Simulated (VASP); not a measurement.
# Pb: single point with PBE

The system is Pb.

```
CELL_PARAMETERS angstrom
3.50305 0.00000 0.00000
-1.75152 3.03373 0.00000
0.00000 0.00000 5.62702
ATOMIC_POSITIONS crystal
Pb 0.66667 0.33333 0.75000
Pb 0.33333 0.66667 0.25000
```

This isn't the form of Pb at room conditions, which is fcc.

```yaml
Program: VASP 6.6.1
Task: single point
Functional: PBE
Potentials_or_basis: VASP PAW PBE potentials, release 64 (Pb_d)
Cutoff: 520 eV
k_mesh: 9 × 9 × 5
Occupations: fermi-dirac, width 0.05 eV
Spin: no spin polarisation
Dipole_correction: no
Further_INCAR_settings: ALGO = Normal; EDIFF = 1e-06; NBANDS = 21
```

```json
{"Pressure": "3.0 GPa", "Band gap on the k mesh": "zero (bands 14 and 15 overlap by 7.60 eV)"}
```

Stress tensor (GPa, compression positive):
```
1.88 0.00 0.00
0.00 1.88 0.00
0.00 0.00 5.28
```

Levels at points of the mesh, in eV from the Fermi level:
```csv
k point,band 12,band 13,band 14,band 15,band 16,band 17
"(0.00, 0.00, 0.00)",-7.96,-4.18,5.49,5.49,7.35,7.35
```

It took 68 s on 1 thread of AMD EPYC 7R13, on a shared host, peak memory 0.16 GiB.

Caveat: the cell stands under pressure; spin-orbit coupling is left out, which moves the levels of the heavy elements.
